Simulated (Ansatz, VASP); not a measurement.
**Two plane-wave programs on Y**

INCAR

```
SYSTEM = Y
ALGO = Normal
EDIFF = 1E-6
ENCUT = 520
GGA = PE
ISIF = 2
ISMEAR = -1
LASPH = .True.
LCHARG = .False.
LREAL = .False.
LWAVE = .False.
NBANDS = 12
NELM = 80
PREC = Accurate
SIGMA = 0.08
```

The input KPOINTS:

```
k-points
0
Gamma
  14 14 14
  0 0 0
```

POSCAR

```
Y
1.0
    0.0000000000      2.2279068071      2.2279068071
    2.2279068071      0.0000000000      2.2279068071
    2.2279068071      2.2279068071      0.0000000000
Y
1
Direct
    0.0000000000      0.0000000000      0.0000000000
```

Input for Ansatz:

```yaml
crystal:
  lattice:
    - [0.0, 2.2279068071, 2.2279068071]
    - [2.2279068071, 0.0, 2.2279068071]
    - [2.2279068071, 2.2279068071, 0.0]
  atoms:
    - { symbol: "Y", position: [0.0, 0.0, 0.0] }
kpoints:
  mp_grid: { grid: [14, 14, 14] }
scf:
  occupations: { method: fermi_dirac, width: 0.08 }
hamiltonian:
  xc: pbe
  pseudopotentials: { kind: nc }
output:
  forces: true
  stress: true
  eigenvalues: true
```

Change from the starting cell: volume scaled by 0.68, norm-conserving files.

Alike in both runs: task single point; functional PBE; k mesh 14 × 14 × 14; occupations fermi-dirac, width 0.08 eV; no spin polarisation.

|  | VASP | Ansatz |
| --- | --- | --- |
| version | VASP 6.6.1 | Ansatz 0.2.0 |
| potentials or method | VASP PAW PBE potentials, release 64 (Y_sv) | norm-conserving pseudopotentials, scalar-relativistic |
| plane-wave cutoff (eV) | 520 | 980 |
| valence electrons in the cell | 11 | 11 |

Ansatz gave:

* pressure (GPa): 27.4

Problem. Which values does VASP return?

Solution. Pressure (GPa): 27.1.
